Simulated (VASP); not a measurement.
Input of a VASP 6.6.1 run:

File INCAR:

```
PREC = Accurate
ENCUT = 520
EDIFF = 1E-5
ISMEAR = -1
SIGMA = 0.02
LREAL = Auto
LASPH = True
NELM = 80
ALGO = Normal
ISIF = 2
LWAVE = False
LCHARG = False
GGA = PE
IVDW = 12
NBANDS = 49
IBRION = 0
NSW = 40
POTIM = 0.75
TEBEG = 250.0
TEEND = 250.0
ISYM = 0
NELMIN = 4
RANDOM_SEED = 365096 0 0
MDALGO = 3
LANGEVIN_GAMMA = 20 20 20
```

Contents of KPOINTS:

```
regular mesh
0
Gamma
  1 1 1
```

File POSCAR:

```
H16CO7
1.0
    6.2743050000      0.0000000000      0.0000000000
    0.0000000000      6.2743050000      0.0000000000
    0.0000000000      0.0000000000      6.2743050000
O H C
7 16 1
Direct
    0.2461747000      0.4857294400      0.4060053300
    0.6764734700      0.3158493600      0.9525157900
    0.8671413300      0.5914287700      0.2452796100
    0.0106657700      0.2181995700      0.6774254300
    0.6105118000     -0.0613555100      0.1845813400
    0.6111104600      0.7082322600      0.5877929900
    0.3537678700      0.6179103000      0.9935820300
    0.3472989000      0.5818344900      0.4800011000
    0.1122498000      0.5645783200      0.3791060700
    0.5645669100      0.4194728000      0.9144803800
    0.7745265200      0.3018865900      0.8300965200
    0.8090952500      0.4834127400      0.1447242500
    0.8011747400      0.7279014100      0.2006824300
    0.1013420400      0.3060910700      0.5830467500
    0.1080356400      0.1751276600      0.7915699800
    0.5138701800     -0.1574059100      0.1062810700
    0.6254759600      0.0667181800      0.0946716500
    0.6199498700      0.8490538900      0.5182812500
    0.7109384300      0.6274860200      0.4965641900
    0.2793515500      0.8171393800      0.7490287200
    0.2937357400      0.5586423400      1.1269223600
    0.0592541300      0.6553778600      0.8347273200
    0.1424689100      0.8768385400      0.9930126400
    0.1982880400      0.7479882700      0.8872538900
```

Potentials or basis: VASP PAW PBE potentials, release 64 (O, H, C).

Run with:

```console
$ cat potpaw_PBE.64/O/POTCAR potpaw_PBE.64/H/POTCAR potpaw_PBE.64/C/POTCAR > POTCAR
$ mpirun -np 1 vasp_gam > vasp.out
```

(1) Predict the dispersion energy per atom.

## Answers

(1) -0.034 eV.

Caveat: the k points lie up to 1.00 Å⁻¹ apart.
